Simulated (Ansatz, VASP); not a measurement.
# Two plane-wave programs on PtSe2

```
Se Pt
1.0
     3.70690    0.00000    0.00000
    -1.85345    3.21027    0.00000
     0.00000    0.00000   31.12150
Se Pt
2 1
Direct
  0.66667 0.33333 0.45743
  0.33333 0.66667 0.54257
  0.00000 0.00000 0.50000
```

Alike in both runs: task single point; functional LDA; k mesh 9 × 9 × 1; occupations gaussian, width 0.02 eV; no spin polarisation.

|  | VASP | Ansatz |
| --- | --- | --- |
| version | VASP 6.6.1 | Ansatz 0.2.0 |
| potentials or method | VASP PAW LDA potentials, release 64 (Se, Pt), cutoff 400 eV | scalar-relativistic, plane waves, PAW |
| valence electrons in the cell | 22 | 50 |

Ansatz gave:

```
gap on the k mesh at the Fermi level (eV) : 1.29
least direct gap on the mesh (eV)         : 1.51
rms of the force components (eV/Å)        : 0.298
```

What did VASP give for the same quantities?

gap on the k mesh at the Fermi level (eV): 1.28; least direct gap on the mesh (eV): 1.50; rms of the force components (eV/Å): 0.278.

LDA's correlation is that of Perdew and Zunger in VASP and of Perdew and Wang (1992) in Ansatz. VASP's potentials hold 22 valence electrons a cell and Ansatz's 50, so a difference there can come from the potentials and not from the codes.

Spin-orbit coupling is off throughout.
